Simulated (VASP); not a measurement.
Here is a VASP 6.6.1 calculation.

File INCAR:

```
ALGO = Normal
EDIFF = 1E-7
ENCUT = 520
GGA = PE
ISIF = 2
ISMEAR = 0
LASPH = T
LCHARG = F
LREAL = F
LWAVE = F
NBANDS = 14
NELM = 80
PREC = Accurate
SIGMA = 0.1
```

KPOINTS

```
k-points
0
Gamma
  18 18 18
```

File POSCAR:

```
TiAl
1.0
    3.1861919103      0.0000000000      0.0000000000
    0.0000000000      3.1861919103      0.0000000000
    0.0000000000      0.0000000000      3.1861919103
Ti Al
1 1
Direct
    0.5000000000      0.5000000000      0.5000000000
    0.0000000000      0.0000000000      0.0000000000
```

Potentials or basis: VASP PAW PBE potentials, release 64 (Ti_sv, Al).

Launch:

```console
$ cat potpaw_PBE.64/Ti_sv/POTCAR potpaw_PBE.64/Al/POTCAR > POTCAR
$ mpirun -np 1 vasp_std > vasp.out
```

(1) Predict the pressure.

(2) What does it give for the band gap on the k mesh?

Results:

(1) 0.0 GPa.

(2) zero (an odd number of electrons rules out a gap without spin polarisation).
